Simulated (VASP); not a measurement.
# La (P6_3/mmc) in VASP: further runs

La is run at these levels: LDA, RPBE, BLYP; tasks: density of states.

All numbers are computed with VASP 6.6.1; they aren't measurements. Logs are shortened: lines on timing, memory, paths and dates and some standing lists are left out, and cuts for length are marked.

### Step 1. The cell of the first run

It takes space group P6_3/mmc (No. 194, hexagonal). Conventional cell: a = 3.750 Å, b = 3.750 Å, c = 6.070 Å, α = 90.00°, β = 90.00°, γ = 120.00°. La (site symmetry -6m2) has 12 La at 3.73 to 3.75 Å within 4.9 Å.

### Step 2. Density of states, LDA

POSCAR

```
La
1.0
    3.7500000000      0.0000000000      0.0000000000
   -1.8750000000      3.2475952642      0.0000000000
    0.0000000000      0.0000000000      6.0700000000
La
2
Direct
    0.6666666667      0.3333333333      0.7500000000
    0.3333333333      0.6666666667      0.2500000000
```

INCAR.step1

```
SYSTEM = La
PREC = Accurate
ENCUT = 520
EDIFF = 1E-6
ISMEAR = -1
SIGMA = 0.05
LREAL = .False.
LASPH = .True.
NELM = 80
ALGO = Normal
ISIF = 2
LWAVE = .False.
LCHARG = .True.
LMAXMIX = 6
GGA = CA
NBANDS = 18
```

KPOINTS.step1

```
Automatic mesh
0
Gamma
  5 5 3
  0 0 0
```

INCAR.step2

```
SYSTEM = La
PREC = Accurate
ENCUT = 520
EDIFF = 1E-6
ISMEAR = -5
SIGMA = 0.05
LREAL = .False.
LASPH = .True.
NELM = 80
ALGO = Normal
ISIF = 2
LWAVE = .False.
LCHARG = .False.
LMAXMIX = 6
GGA = CA
LORBIT = 10
NEDOS = 2001
ICHARG = 11
```

KPOINTS.step2

```
Automatic mesh
0
Gamma
  8 8 5
  0 0 0
```

Potentials or basis: VASP PAW LDA potentials, release 64 (La).

The run is started by

```
cat potpaw_LDA.64/La/POTCAR > POTCAR
cp INCAR.step1 INCAR
cp KPOINTS.step1 KPOINTS
mpirun -np 1 vasp_std > vasp.out
cp INCAR.step2 INCAR
cp KPOINTS.step2 KPOINTS
mpirun -np 1 vasp_std > vasp.out
```

OUTCAR:

```text
SYSTEM = La
   PREC = Accurate
   ENCUT = 520
   EDIFF = 1E-6
   ISMEAR = -5
   LREAL = .False.
   LASPH = .True.
   NELM = 80
   ISIF = 2
   GGA = CA
   LORBIT = 10
   ICHARG = 11

 ion  position               nearest neighbor table
   1  0.667  0.333  0.750-
   2  0.333  0.667  0.250-

  LATTYP: Found a hexagonal cell.
 ALAT       =     3.7500000000
 C/A-ratio  =     1.6186666667

  Lattice vectors:

 A1 = (   3.7500000000,   0.0000000000,   0.0000000000)
 A2 = (  -1.8750000000,   3.2475952642,   0.0000000000)
 A3 = (   0.0000000000,   0.0000000000,   6.0700000000)

Analysis of symmetry for initial positions (statically):
=====================================================================
 Subroutine PRICEL returns:
 Original cell was already a primitive cell.

 Routine SETGRP: Setting up the symmetry group for a
 hexagonal supercell.

 Subroutine GETGRP returns: Found 24 space group operations
 (whereof 12 operations were pure point group operations)
 out of a pool of 24 trial point group operations.

The static configuration has the point symmetry D_3d.
 The point group associated with its full space group is D_6h.

Analysis of symmetry for dynamics (positions and initial velocities):
=====================================================================
 Subroutine PRICEL returns:
 Original cell was already a primitive cell.

 Routine SETGRP: Setting up the symmetry group for a
 hexagonal supercell.

 Subroutine GETGRP returns: Found 24 space group operations
 (whereof 12 operations were pure point group operations)
 out of a pool of 24 trial point group operations.

The dynamic configuration has the point symmetry D_3d.
 The point group associated with its full space group is D_6h.

 Subroutine INISYM returns: Found 24 space group operations
 (whereof 12 operations are pure point group operations),
 and found     1 'primitive' translations

----------------------------------------------------------------------------------------

                                     Primitive cell

  volume of cell :      73.9234

  direct lattice vectors                    reciprocal lattice vectors
     3.750000000  0.000000000  0.000000000     0.266666667  0.153960072  0.000000000
    -1.875000000  3.247595264  0.000000000     0.000000000  0.307920144  0.000000000
     0.000000000  0.000000000  6.070000000     0.000000000  0.000000000  0.164744646

  length of vectors
     3.750000000  3.750000000  6.070000000     0.307920144  0.307920144  0.164744646

  position of ions in fractional coordinates (direct lattice)
     0.666666667  0.333333333  0.750000000
     0.333333333  0.666666667  0.250000000

  ion indices of the primitive-cell ions
   primitive index   ion index
                 1           1
                 2           2

----------------------------------------------------------------------------------------

 KPOINTS: Automatic mesh

Automatic generation of k-mesh.
 Grid dimensions read from file:
 generate k-points for:    8    8    5

 Generating k-lattice:

  Cartesian coordinates                     Fractional coordinates (reciprocal lattice)
     0.033333333  0.019245009  0.000000000     0.125000000  0.000000000  0.000000000
     0.000000000  0.038490018  0.000000000     0.000000000  0.125000000  0.000000000
     0.000000000  0.000000000  0.032948929     0.000000000  0.000000000  0.200000000

  Length of vectors
     0.038490018  0.038490018  0.032948929

  Shift w.r.t. Gamma in fractional coordinates (k-lattice)
     0.000000000  0.000000000  0.000000000

 TETIRR: Found    308 inequivalent tetrahedra from     1920

 Subroutine IBZKPT returns following result:
 ===========================================

 Found     30 irreducible k-points:

 Following reciprocal coordinates:
            Coordinates               Weight
  0.000000  0.000000  0.000000      1.000000
  0.125000  0.000000  0.000000      6.000000
  0.250000  0.000000  0.000000      6.000000
  0.375000 -0.000000  0.000000      6.000000
  0.500000  0.000000  0.000000      3.000000
  0.125000  0.125000  0.000000      6.000000
[... 16 lines left out ...]
  0.250000  0.000000  0.400000     12.000000
  0.375000 -0.000000  0.400000     12.000000
 [... further k-points ...]
   k-points           NKPTS =     30   k-points in BZ     NKDIM =     30   number of bands    NBANDS=     15
   number of dos      NEDOS =   2001   number of ions     NIONS =      2
   total plane-waves  NPLWV =  37632
   dimension x,y,z NGX =    28 NGY =   28 NGZ =   48
   dimension x,y,z NGXF=    56 NGYF=   56 NGZF=   96
   ions per type =               2
   NGX,Y,Z   is equivalent  to a cutoff of  12.41, 12.41, 13.15 a.u.
   NGXF,Y,Z  is equivalent  to a cutoff of  24.83, 24.83, 26.29 a.u.
 SYSTEM =  La
   PREC   = accura    normal or accurate (medium, high low for compatibility)
   ISTART =      0    job   : 0-new  1-cont  2-samecut
   ICHARG =     11    charge: 1-file 2-atom 10-const
   ISPIN  =      1    spin polarized calculation?
   LNONCOLLINEAR =      F non collinear calculations
   LSORBIT =      F    spin-orbit coupling
   LASPH  =      T    aspherical Exc in radial PAW
   ENCUT  =  520.0 eV  38.22 Ry    6.18 a.u.   6.97  6.97 11.29*2*pi/ulx,y,z
   NELM   =     80;   NELMIN=  2; NELMDL=  0     # of ELM steps
   EDIFF  = 0.1E-05   stopping-criterion for ELM
   LREAL  =      F    real-space projection
   EDIFFG = 0.1E-04   stopping-criterion for IOM
   NSW    =      0    number of steps for IOM
   IBRION =     -1    ionic relax: 0-MD 1-quasi-New 2-CG
   NFREE  =      0    steps in history (QN), initial steepest desc. (CG)
   ISIF   =      2    stress and relaxation
   ISYM   =      2    0-nonsym 1-usesym 2-fastsym
   POTIM  = 0.5000    time-step for ionic-motion
   TEBEG  =    0.0;   TEEND  =   0.0 temperature during run
   PSTRESS=    0.0 pullay stress
   NELECT =      22.0000    total number of electrons
   NUPDOWN=      -1.0000    fix difference up-down
   EMIN   =  10.00;   EMAX   =-10.00  energy-range for DOS
   EFERMI =   0.00;   METHOD = LEGACY
   ISMEAR =    -5;   SIGMA  =   0.05  broadening in eV -4-tet -1-fermi 0-gaus
   EFERMI_NEDOS =   21; number of points for ismear=-14 and -15
   IALGO  =     38    algorithm
   IMIX   =      4    mixing-type and parameters
     AMIX     =   0.40;   BMIX     =  1.00
     AMIX_MAG =   1.60;   BMIX_MAG =  1.00
  volume/ion in A,a.u.               =      36.96       249.43
  Fermi-wavevector in a.u.,A,eV,Ry     =   1.093004  2.065478 16.254307  1.194658
  Thomas-Fermi vector in A             =   2.229281
   LORBIT       =     10    0 simple, 1 ext, 2 COOP (PROOUT), +10 PAW based schemes
   GGA     = CA    functional components
   LHFCALC =     F    Hartree Fock is set to
   AEXX    =    0.0000 exact exchange contribution
   IVDW    =     0    specifies the selected vdW correction
   LEPSILON=     F    determine dielectric tensor
   LRPA    =     F    only Hartree local field effects (RPA)
 non-spin polarized calculation
 Fermi weights with tetrahedron method with Bloechl corrections
  energy-cutoff  :      520.00
  volume of cell :       73.92
 maximum number of plane-waves:      2008
 NGX is ok and might be reduce to    28

 number of electron      21.9999997 magnetization

 Free energy of the ion-electron system (eV)
  ---------------------------------------------------
  ext. energy  EPLUGINS =         0.00000000
  ---------------------------------------------------
  free energy    TOTEN  =       -10.98390564 eV

  energy without entropy =      -10.98390564  energy(sigma->0) =      -10.98390564

 E-fermi :   7.7283     XC(G=0):  -9.7843

 val. band max:        7.7284830774   @ k =   0.1250   0.1250   0.2000
 cond. band min:       7.7272220107   @ k =   0.3750   0.2500   0.2000
 fundamental gap:     -0.0012610666
 Fermi energy:         7.7282664467

 k-point     1 :       0.0000    0.0000    0.0000
  band No.  band energies     occupation
      1     -25.0489      2.00000
      2     -24.8396      2.00000
      3      -9.4564      2.00000
      4      -8.2188      2.00000
      5      -8.2188      2.00000
      6      -8.0278      2.00000
      7      -8.0278      2.00000
      8      -8.0067      2.00000
      9       4.5033      2.00000
     10       5.9252      2.00000
     11       8.6938      0.00000
     12       8.9900      0.00000
     13       8.9960      0.00000
     14       9.0570      0.00000
     15       9.1545      0.00000

 k-point     2 :       0.1250    0.0000    0.0000
  band No.  band energies     occupation
      1     -25.0234      2.00000
      2     -24.8277      2.00000
      3      -9.3899      2.00000
      4      -8.3896      2.00000
      5      -8.2716      2.00000
      6      -8.2019      2.00000
      7      -8.0501      2.00000
      8      -8.0346      2.00000
      9       4.9102      2.00000
     10       6.2896      2.00000
     11       8.1356     -0.25123
     12       8.7329      0.00000
     13       8.8026      0.00000
     14       8.9898      0.00000
     15       9.1875      0.00000
[... 365 lines left out ...]
      3      -9.0628      2.00000
      4      -8.8814      2.00000
      5      -8.4891      2.00000
      6      -8.2952      2.00000
      7      -8.2863      2.00000
      8      -8.2091      2.00000
      9       6.2644      2.00000
     10       6.7765      2.00000
     11       7.4197      2.03322
     12       7.8355      0.00468
     13       8.4201      0.00000
     14       8.7859      0.00000
     15       9.1781      0.00000

 k-point    24 :       0.3750   -0.0000    0.4000
  band No.  band energies     occupation
      1     -24.8499      2.00000
      2     -24.8180      2.00000
      3      -9.2881      2.00000
      4      -9.1962      2.00000
      5      -8.5037      2.00000
      6      -8.3895      2.00000
      7      -8.3147      2.00000
      8      -8.2899      2.00000
      9       6.0366      2.00000
     10       6.3811      2.00000
     11       7.2910      2.00000
     12       7.6408      1.33790
     13       8.9315      0.00000
     14       9.1772      0.00000
     15       9.2595      0.00000

 [... further k-points ...]

------------------------ aborting loop because EDIFF is reached ----------------------------------------

  FORCE on cell =-STRESS in cart. coord.  units (eV):
  Direction    XX          YY          ZZ          XY          YZ          ZX
  --------------------------------------------------------------------------------------
  -------------------------------------------------------------------------------------
  Total       -1.4285907     -1.4285907     -1.5396715      0.0000000     -0.0000000      0.0000000
  in kB      -30.9625364    -30.9625364    -33.3700460      0.0000000     -0.0000000      0.0000000
  external PRESSURE =     -31.7650396 kB  Pullay stress =       0.0000000 kB

 VOLUME and BASIS-vectors are now :
 -----------------------------------------------------------------------------
  energy-cutoff  :      520.00
  volume of cell :       73.92
      direct lattice vectors                 reciprocal lattice vectors
     3.750000000  0.000000000  0.000000000     0.266666667  0.153960072  0.000000000
    -1.875000000  3.247595264  0.000000000     0.000000000  0.307920144  0.000000000
     0.000000000  0.000000000  6.070000000     0.000000000  0.000000000  0.164744646

 POSITION                                       TOTAL-FORCE (eV/Angst)
 -----------------------------------------------------------------------------------
      1.87500      1.08253      4.55250        -0.000000      0.000000      0.000000
     -0.00000      2.16506      1.51750         0.000000     -0.000000      0.000000
 -----------------------------------------------------------------------------------
    total drift:                                0.000000     -0.000000      0.000000

  FREE ENERGIE OF THE ION-ELECTRON SYSTEM (eV)
  ---------------------------------------------------
  free  energy   TOTEN  =       -10.9839056356 eV

  energy  without entropy=      -10.9839056356  energy(sigma->0) =      -10.98390564

 total charge

# of ion       s       p       d       f       tot
--------------------------------------------------
    1        2.090   5.544   0.881   0.096   8.610
    2        2.090   5.544   0.881   0.096   8.610
--------------------------------------------------
tot          4.179  11.088   1.762   0.191  17.221
```

It took 52 s on 1 thread of Intel Xeon Platinum 8259CL at 2.50GHz (Skylake/Cascade Lake), shared host; peak memory 0.17 GiB.

What came out:

```
Valence electrons inside the program's atomic spheres : La 8.61
```

Levels at points of the mesh, in eV from the Fermi level:
```tsv
k point	band 9	band 10	band 11	band 12	band 13	band 14
(0.00, 0.00, 0.00)	-3.22	-1.80	0.97	1.26	1.27	1.33
(0.50, 0.00, 0.00)	-1.63	-1.20	-1.16	1.14	1.19	1.22
```

Caveat: the k points lie up to 0.39 Å⁻¹ apart; spin-orbit coupling is left out, which moves the levels of the heavy elements; tetrahedron occupations give inexact forces and stress in metals.

### Step 3. Density of states, RPBE

POSCAR is that of step 2.

INCAR.step1

```
SYSTEM = La
ALGO     = Normal         ! electronic algorithm
EDIFF    = 1E-6           ! SCF threshold, eV
ENCUT    = 520            ! plane-wave cutoff, eV
GGA      = RP             ! functional
ISIF     = 2              ! what is computed and relaxed
ISMEAR   = -1             ! smearing method
LASPH    = .True.         ! aspherical terms in the spheres
LCHARG   = .True.         ! write CHGCAR
LMAXMIX  = 6              ! l up to which the mixer works
LREAL    = .False.        ! projectors in reciprocal space
LWAVE    = .False.        ! write WAVECAR
NBANDS   = 18             ! bands
NELM     = 100            ! most SCF steps
PREC     = Accurate       ! precision mode
SIGMA    = 0.05           ! smearing width, eV
```

KPOINTS.step1

```
k-points
0
Gamma
  5 5 3
  0 0 0
```

INCAR.step2

```
SYSTEM = La
ALGO     = Normal         ! electronic algorithm
EDIFF    = 1E-6           ! SCF threshold, eV
ENCUT    = 520            ! plane-wave cutoff, eV
GGA      = RP             ! functional
ICHARG   = 11             ! starting density
ISIF     = 2              ! what is computed and relaxed
ISMEAR   = -5             ! smearing method
LASPH    = .True.         ! aspherical terms in the spheres
LCHARG   = .False.        ! write CHGCAR
LMAXMIX  = 6              ! l up to which the mixer works
LORBIT   = 10             ! projections on sites
LREAL    = .False.        ! projectors in reciprocal space
LWAVE    = .False.        ! write WAVECAR
NBANDS   = 18             ! bands
NEDOS    = 1001           ! points of the DOS
NELM     = 100            ! most SCF steps
PREC     = Accurate       ! precision mode
SIGMA    = 0.05           ! smearing width, eV
```

KPOINTS.step2

```
k-points
0
Gamma
  8 8 5
  0 0 0
```

Potentials or basis: VASP PAW PBE potentials, release 64 (La).

The run is started by

```
cat potpaw_PBE.64/La/POTCAR > POTCAR
cp INCAR.step1 INCAR
cp KPOINTS.step1 KPOINTS
mpirun -np 1 vasp_std > vasp.out
cp INCAR.step2 INCAR
cp KPOINTS.step2 KPOINTS
mpirun -np 1 vasp_std > vasp.out
```

Wall time 61 s (1 thread of Intel Xeon Platinum 8259CL at 2.50GHz (Skylake/Cascade Lake), shared host); peak memory 0.2 GiB.

It converged, with:

* Valence electrons inside the program's atomic spheres: La 8.60

Levels at points of the mesh, in eV from the Fermi level:
```tsv
k point	band 9	band 10	band 11	band 12	band 13	band 14
(0.00, 0.00, 0.00)	-3.19	-1.78	1.06	1.30	1.30	1.49
(0.50, 0.00, 0.00)	-1.64	-1.19	-1.18	1.15	1.21	1.27
```

Caveat: the k points lie up to 0.39 Å⁻¹ apart; the PAW data sets were made with another functional, which shifts forces and pressure a little; spin-orbit coupling is left out, which moves the levels of the heavy elements; tetrahedron occupations give inexact forces and stress in metals.

### Step 4. Density of states, BLYP

POSCAR is that of step 3.

INCAR.step1

```
SYSTEM = La
  PREC = Accurate
  ENCUT = 520
  EDIFF = 1E-6
  ISMEAR = -1
  SIGMA = 0.05
  LREAL = .FALSE.
  LASPH = .TRUE.
  NELM = 100
  ALGO = Normal
  ISIF = 2
  LWAVE = .FALSE.
  LCHARG = .TRUE.
  LMAXMIX = 6
  GGA = B5
  ALDAX = 1.0
  AGGAX = 1.0
  AGGAC = 1.0
  ALDAC = 0.0
  NBANDS = 18
```

KPOINTS.step1

```
Automatic mesh
0
G
  5 5 3
  0 0 0
```

INCAR.step2

```
SYSTEM = La
  PREC = Accurate
  ENCUT = 520
  EDIFF = 1E-6
  ISMEAR = -5
  SIGMA = 0.05
  LREAL = .FALSE.
  LASPH = .TRUE.
  NELM = 100
  ALGO = Normal
  ISIF = 2
  LWAVE = .FALSE.
  LCHARG = .FALSE.
  LMAXMIX = 6
  GGA = B5
  ALDAX = 1.0
  AGGAX = 1.0
  AGGAC = 1.0
  ALDAC = 0.0
  LORBIT = 11
  NEDOS = 1001
  ICHARG = 11
```

KPOINTS.step2

```
Automatic mesh
0
G
  8 8 5
  0 0 0
```

The run is started by

```
cat potpaw_PBE.64/La/POTCAR > POTCAR
cp INCAR.step1 INCAR
cp KPOINTS.step1 KPOINTS
mpirun -np 1 vasp_std > vasp.out
cp INCAR.step2 INCAR
cp KPOINTS.step2 KPOINTS
mpirun -np 1 vasp_std > vasp.out
```

It took 94 s on 1 thread of Intel Xeon Platinum 8259CL at 2.50GHz (Skylake/Cascade Lake), shared host; peak memory 0.2 GiB.

Results (log left out):

| Quantity | Value |
| --- | --- |
| Valence electrons inside the program's atomic spheres | La 8.63 |

Levels at points of the mesh, in eV from the Fermi level:
```tsv
k point	band 9	band 10	band 11	band 12	band 13	band 14
(0.00, 0.00, 0.00)	-3.12	-1.77	0.95	1.23	1.23	1.30
(0.50, 0.00, 0.00)	-1.63	-1.17	-1.16	1.16	1.16	1.22
```

Caveat: the k points lie up to 0.39 Å⁻¹ apart; the PAW data sets were made with another functional, which shifts forces and pressure a little; spin-orbit coupling is left out, which moves the levels of the heavy elements; tetrahedron occupations give inexact forces and stress in metals.
